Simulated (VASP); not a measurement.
# InAs (F-43m) in VASP: settings compared

InAs is run at these levels: r2SCAN+rVV10, PBE; tasks: relaxation of cell and atoms, single point.

Everything below comes from runs of VASP 6.6.1. Logs are shortened: lines on timing, memory, paths and dates and some standing lists are left out, and cuts for length are marked.

## (1) The cell of the first run

Symmetry: F-43m, No. 216, cubic system. Conventional cell: a = 6.036 Å, b = 6.036 Å, c = 6.036 Å, α = 90.00°, β = 90.00°, γ = 90.00°. Within 3.4 Å of In (site symmetry -43m) lie 4 As at 2.61 Å. As (site symmetry -43m) has 4 In at 2.61 Å within 3.4 Å.

## (2) Relaxation of cell and atoms, r2SCAN+rVV10

POSCAR reads:

```
InAs
1.0
    0.0000000000      3.0180000000      3.0180000000
    3.0180000000      0.0000000000      3.0180000000
    3.0180000000      3.0180000000      0.0000000000
In As
1 1
Direct
    0.0000000000      0.0000000000      0.0000000000
    0.7500000000      0.7500000000      0.7500000000
```

INCAR.step1 reads:

```
ALGO = Normal ; EDIFF = 1E-4
ENCUT = 600 ; GGA = PE
ISMEAR = -1 ; LASPH = T
LCHARG = F ; LREAL = F
LWAVE = T ; NELM = 60
PREC = Accurate ; SIGMA = 0.05
```

INCAR.step2 reads:

```
ALGO = Normal ; BPARAM = 11.95
CPARAM = 0.0093 ; EDIFF = 1E-6
EDIFFG = -0.01 ; ENCUT = 600
IBRION = 2 ; ISIF = 3
ISMEAR = -1 ; ISTART = 1
IVDW_NL = 2 ; LASPH = T
LCHARG = F ; LMIXTAU = T
LREAL = F ; LUSE_VDW = T
LWAVE = F ; METAGGA = R2SCAN
NELM = 60 ; NSW = 60
PREC = Accurate ; SIGMA = 0.05
```

KPOINTS reads:

```
k-points
0
Gamma
  8 8 8
```

Potentials or basis: VASP PAW PBE potentials, release 64 (In_d, As).

The run is started by

```bash
$ cat potpaw_PBE.64/In_d/POTCAR potpaw_PBE.64/As/POTCAR > POTCAR
$ cp INCAR.step1 INCAR
$ mpirun -np 1 vasp_std > vasp.out
$ cp INCAR.step2 INCAR
$ mpirun -np 1 vasp_std > vasp.out
```

OUTCAR:

```text
BPARAM = 11.95
   EDIFF = 1E-6
   EDIFFG = -0.01
   ENCUT = 600
   IBRION = 2
   ISIF = 3
   ISMEAR = -1
   ISTART = 1
   IVDW_NL = 2
   LASPH = T
   LREAL = F
   METAGGA = R2SCAN
   NELM = 60
   NSW = 60
   PREC = Accurate

 ion  position               nearest neighbor table
   1  0.000  0.000  0.000-   2 2.61   2 2.61   2 2.61   2 2.61
   2  0.750  0.750  0.750-   1 2.61   1 2.61   1 2.61   1 2.61

  LATTYP: Found a face centered cubic cell.
 ALAT       =     6.0360000000

  Lattice vectors:

 A1 = (   0.0000000000,   3.0180000000,   3.0180000000)
 A2 = (   3.0180000000,   0.0000000000,   3.0180000000)
 A3 = (   3.0180000000,   3.0180000000,   0.0000000000)

Analysis of symmetry for initial positions (statically):
=====================================================================
 Subroutine PRICEL returns:
 Original cell was already a primitive cell.

 Routine SETGRP: Setting up the symmetry group for a
 face centered cubic supercell.

 Subroutine GETGRP returns: Found 24 space group operations
 (whereof 24 operations were pure point group operations)
 out of a pool of 48 trial point group operations.

The static configuration has the point symmetry T_d .

Analysis of symmetry for dynamics (positions and initial velocities):
=====================================================================
 Subroutine PRICEL returns:
 Original cell was already a primitive cell.

 Routine SETGRP: Setting up the symmetry group for a
 face centered cubic supercell.

 Subroutine GETGRP returns: Found 24 space group operations
 (whereof 24 operations were pure point group operations)
 out of a pool of 48 trial point group operations.

The dynamic configuration has the point symmetry T_d .

 Subroutine INISYM returns: Found 24 space group operations
 (whereof 24 operations are pure point group operations),
 and found     1 'primitive' translations

----------------------------------------------------------------------------------------

                                     Primitive cell

  volume of cell :      54.9778

  direct lattice vectors                    reciprocal lattice vectors
     0.000000000  3.018000000  3.018000000    -0.165672631  0.165672631  0.165672631
     3.018000000  0.000000000  3.018000000     0.165672631 -0.165672631  0.165672631
     3.018000000  3.018000000  0.000000000     0.165672631  0.165672631 -0.165672631

  length of vectors
     4.268096531  4.268096531  4.268096531     0.286953414  0.286953414  0.286953414

  position of ions in fractional coordinates (direct lattice)
     0.000000000  0.000000000  0.000000000
     0.750000000  0.750000000  0.750000000

  ion indices of the primitive-cell ions
   primitive index   ion index
                 1           1
                 2           2

----------------------------------------------------------------------------------------

 KPOINTS: k-points

Automatic generation of k-mesh.
 Grid dimensions read from file:
 generate k-points for:    8    8    8

 Generating k-lattice:

  Cartesian coordinates                     Fractional coordinates (reciprocal lattice)
    -0.020709079  0.020709079  0.020709079     0.125000000  0.000000000  0.000000000
     0.020709079 -0.020709079  0.020709079     0.000000000  0.125000000  0.000000000
     0.020709079  0.020709079 -0.020709079     0.000000000  0.000000000  0.125000000

  Length of vectors
     0.035869177  0.035869177  0.035869177

  Shift w.r.t. Gamma in fractional coordinates (k-lattice)
     0.000000000  0.000000000  0.000000000

 Subroutine IBZKPT returns following result:
 ===========================================

 Found     29 irreducible k-points:

 Following reciprocal coordinates:
            Coordinates               Weight
  0.000000  0.000000  0.000000      1.000000
  0.125000  0.000000  0.000000      8.000000
  0.250000  0.000000  0.000000      8.000000
  0.375000  0.000000  0.000000      8.000000
  0.500000  0.000000  0.000000      4.000000
  0.125000  0.125000  0.000000      6.000000
[... 16 lines left out ...]
  0.500000  0.250000  0.125000     48.000000
 -0.375000  0.250000  0.125000     24.000000
 [... further k-points ...]
   k-points           NKPTS =     29   k-points in BZ     NKDIM =     29   number of bands    NBANDS=     13
   number of dos      NEDOS =    301   number of ions     NIONS =      2
   total plane-waves  NPLWV =  46656
   dimension x,y,z NGX =    36 NGY =   36 NGZ =   36
   dimension x,y,z NGXF=    72 NGYF=   72 NGZF=   72
   ions per type =               1   1
   NGX,Y,Z   is equivalent  to a cutoff of  14.02, 14.02, 14.02 a.u.
   NGXF,Y,Z  is equivalent  to a cutoff of  28.04, 28.04, 28.04 a.u.
 SYSTEM =  unknown system
   PREC   = accura    normal or accurate (medium, high low for compatibility)
   ISTART =      1    job   : 0-new  1-cont  2-samecut
   ICHARG =      0    charge: 1-file 2-atom 10-const
   ISPIN  =      1    spin polarized calculation?
   LNONCOLLINEAR =      F non collinear calculations
   LSORBIT =      F    spin-orbit coupling
   LASPH  =      T    aspherical Exc in radial PAW
   ENCUT  =  600.0 eV  44.10 Ry    6.64 a.u.   8.52  8.52  8.52*2*pi/ulx,y,z
   NELM   =     60;   NELMIN=  2; NELMDL=  0     # of ELM steps
   EDIFF  = 0.1E-05   stopping-criterion for ELM
   LREAL  =      F    real-space projection
   EDIFFG = -.1E-01   stopping-criterion for IOM
   NSW    =     60    number of steps for IOM
   IBRION =      2    ionic relax: 0-MD 1-quasi-New 2-CG
   NFREE  =      1    steps in history (QN), initial steepest desc. (CG)
   ISIF   =      3    stress and relaxation
   ISYM   =      2    0-nonsym 1-usesym 2-fastsym
   POTIM  = 0.5000    time-step for ionic-motion
   TEBEG  =    0.0;   TEEND  =   0.0 temperature during run
   PSTRESS=    0.0 pullay stress
   NELECT =      18.0000    total number of electrons
   NUPDOWN=      -1.0000    fix difference up-down
   EMIN   =  10.00;   EMAX   =-10.00  energy-range for DOS
   EFERMI =   0.00;   METHOD = LEGACY
   ISMEAR =    -1;   SIGMA  =   0.05  broadening in eV -4-tet -1-fermi 0-gaus
   EFERMI_NEDOS =   21; number of points for ismear=-14 and -15
   IALGO  =     38    algorithm
   IMIX   =      4    mixing-type and parameters
     AMIX     =   0.40;   BMIX     =  1.00
     AMIX_MAG =   1.60;   BMIX_MAG =  1.00
  volume/ion in A,a.u.               =      27.49       185.50
  Fermi-wavevector in a.u.,A,eV,Ry     =   1.128331  2.132236 17.321990  1.273130
  Thomas-Fermi vector in A             =   2.265020
   LORBIT       =      0    0 simple, 1 ext, 2 COOP (PROOUT), +10 PAW based schemes
   METAGGA = R2SCAN    functional components
   LHFCALC =     F    Hartree Fock is set to
   AEXX    =    0.0000 exact exchange contribution
   IVDW_NL    =     2    kernel type
   BPARAM     =11.9500
   IVDW    =     0    specifies the selected vdW correction
   LEPSILON=     F    determine dielectric tensor
   LRPA    =     F    only Hartree local field effects (RPA)
 conjugate gradient relaxation of ions
 non-spin polarized calculation
  energy-cutoff  :      600.00
  volume of cell :       54.98
 maximum number of plane-waves:      1856
 NGX is ok and might be reduce to    36
   NGX = 17   NGY = 17   NGZ = 17

--------------------------------------- Ionic step        1  -------------------------------------------

 number of electron      18.0000003 magnetization

 Free energy of the ion-electron system (eV)
  ---------------------------------------------------
  ext. energy  EPLUGINS =         0.00000000
  ---------------------------------------------------
  free energy    TOTEN  =       -37.52792558 eV

  energy without entropy =      -37.52772910  energy(sigma->0) =      -37.52782734

 E-fermi :   4.4792     XC(G=0):  -9.7450

 val. band max:        4.3182132532   @ k =   0.0000   0.0000   0.0000
 cond. band min:       4.5739262429   @ k =   0.0000   0.0000   0.0000
 fundamental gap:      0.2557129897
 Fermi energy:         4.4791907497

 k-point     1 :       0.0000    0.0000    0.0000
  band No.  band energies     occupation
      1     -10.5254      2.00000
      2     -10.5254      2.00000
      3     -10.5254      2.00000
      4     -10.3742      2.00000
      5     -10.3742      2.00000
      6      -8.0263      2.00000
      7       4.3182      1.92314
      8       4.3182      1.92313
      9       4.3182      1.92313
     10       4.5739      0.26142
     11       8.5759      0.00000
     12       8.5759      0.00000
     13       8.5759      0.00000

 k-point     2 :       0.1250    0.0000    0.0000
  band No.  band energies     occupation
      1     -10.5487      2.00000
      2     -10.5189      2.00000
      3     -10.5189      2.00000
      4     -10.3743      2.00000
      5     -10.3743      2.00000
      6      -7.8533      2.00000
      7       2.5233      2.00000
      8       4.1203      1.99847
      9       4.1203      1.99847
     10       5.7613      0.00000
     11       8.7300      0.00000
[... 412 lines left out ...]
 POSITION                                       TOTAL-FORCE (eV/Angst)
 -----------------------------------------------------------------------------------
      6.11636      6.11636      6.11636        -0.000000     -0.000000     -0.000000
      4.58727      4.58727      4.58727         0.000000      0.000000      0.000000
 -----------------------------------------------------------------------------------
    total drift:                                0.000002      0.000002      0.000002

  FREE ENERGIE OF THE ION-ELECTRON SYSTEM (eV)
  ---------------------------------------------------
  free  energy   TOTEN  =       -37.5328190941 eV

  energy  without entropy=      -37.5322708809  energy(sigma->0) =      -37.53254499

--------------------------------------- Ionic step        3  -------------------------------------------

 number of electron      18.0000004 magnetization

 Free energy of the ion-electron system (eV)
  ---------------------------------------------------
  ext. energy  EPLUGINS =         0.00000000
  ---------------------------------------------------
  free energy    TOTEN  =       -37.53488902 eV

  energy without entropy =      -37.53445540  energy(sigma->0) =      -37.53467221

 E-fermi :   4.1591     XC(G=0):  -9.6287

 val. band max:        4.0595902870   @ k =   0.0000   0.0000   0.0000
 cond. band min:       4.1746610505   @ k =   0.0000   0.0000   0.0000
 fundamental gap:      0.1150707635
 Fermi energy:         4.1591194646

 k-point     1 :       0.0000    0.0000    0.0000
  band No.  band energies     occupation
      1     -10.7349      2.00000
      2     -10.7349      2.00000
      3     -10.7349      2.00000
      4     -10.5953      2.00000
      5     -10.5953      2.00000
      6      -8.1162      2.00000
      7       4.0596      1.75962
      8       4.0596      1.75962
      9       4.0596      1.75961
     10       4.1747      0.84582
     11       8.3043      0.00000
     12       8.3043      0.00000
     13       8.3043      0.00000

 k-point     2 :       0.1250    0.0000    0.0000
  band No.  band energies     occupation
      1     -10.7556      2.00000
      2     -10.7290      2.00000
      3     -10.7290      2.00000
      4     -10.5954      2.00000
      5     -10.5954      2.00000
      6      -7.9513      2.00000
      7       2.2541      2.00000
      8       3.8701      1.99385
      9       3.8701      1.99385
     10       5.4062      0.00000
     11       8.4362      0.00000
[... 376 lines left out ...]
 POSITION                                       TOTAL-FORCE (eV/Angst)
 -----------------------------------------------------------------------------------
      0.00000      0.00000      0.00000        -0.000000     -0.000000      0.000000
      4.56569      4.56569      4.56569         0.000000      0.000000     -0.000000
 -----------------------------------------------------------------------------------
    total drift:                                0.000002      0.000002      0.000002

  FREE ENERGIE OF THE ION-ELECTRON SYSTEM (eV)
  ---------------------------------------------------
  free  energy   TOTEN  =       -37.5348890202 eV

  energy  without entropy=      -37.5344553967  energy(sigma->0) =      -37.53467221

 reached required accuracy - stopping structural energy minimisation
```

Run time: 4.5 min. Hardware: 1 thread of Intel Xeon 6975P-C (Granite Rapids), shared host; peak memory 0.4 GiB.

Results:

```
Free energy                            : -37.5349 eV
Relaxed volume                         : 28.20 Å³/atom
Relaxed cell                           : a = 4.305 Å, b = 4.305 Å, c = 4.305 Å, α = 60.00°, β = 60.00°, γ = 60.00°
Space group after relaxing (to 0.05 Å) : F-43m (No. 216)
Energy gained by relaxing              : 3.5 meV/atom
Ionic steps                            : 3
Pressure after relaxing                : 0.0 GPa
Band gap on the k mesh                 : 0.12 eV, direct
```

Step by step:
```tsv
step	energy change (eV)	largest force (eV/Å)	pressure (GPa)	volume (Å³)
1	0.0000	0.0000	1.61	54.98
2	-0.0049	0.0000	-0.82	57.20
3	-0.0070	0.0000	-0.01	56.40
```

Final structure:
```yaml
crystal:
  lattice:
    - [0.00000, 3.04379, 3.04379]
    - [3.04379, 0.00000, 3.04379]
    - [3.04379, 3.04379, 0.00000]
  atoms:
    - { symbol: In, position: [0.00000, 0.00000, 0.00000] }
    - { symbol: As, position: [0.75000, 0.75000, 0.75000] }
```

Caveat: the PAW data sets were made with another functional, which shifts forces and pressure a little; spin-orbit coupling is left out, which moves the levels of the heavy elements. Zero-point motion and thermal expansion aren't in these numbers.

## (3) Single point, PBE, non-collinear spin, zero start, spin-orbit coupling

INCAR reads:

```
PREC = Accurate
ENCUT = 520
EDIFF = 1E-6
ISMEAR = -1
SIGMA = 0.05
LREAL = F
LASPH = T
NELM = 150
ALGO = Normal
ISIF = 2
LWAVE = F
LCHARG = F
MAGMOM = 0 0 0 0 0 0
LORBIT = 11
LSORBIT = T
GGA_COMPAT = F
LORBMOM = T
GGA = PE
NBANDS = 30
```

KPOINTS reads:

```
regular mesh
0
Gamma
  8 8 8
```

POSCAR is that of step 2.

Potentials or basis: VASP PAW PBE potentials, release 64 (In_d, As).

The run is started by

```bash
$ cat potpaw_PBE.64/In_d/POTCAR potpaw_PBE.64/As/POTCAR > POTCAR
$ mpirun -np 1 vasp_ncl > vasp.out
```

It took 62 s on 1 thread of Intel Xeon 6975P-C (Granite Rapids), shared host; peak memory 0.36 GiB.

Results (log left out):

```
Free energy                                           : -7.7110 eV
Pressure                                              : 4.3 GPa
Net moment                                            : 0.00 μB per cell
Valence electrons inside the program's atomic spheres : In 11.48; As 2.82
```

Moments on the atoms (μB; x, y, z):
```
In  0.00 0.00 0.00
As  0.00 0.00 0.00
```

(Part 1 of 2 ends here.)
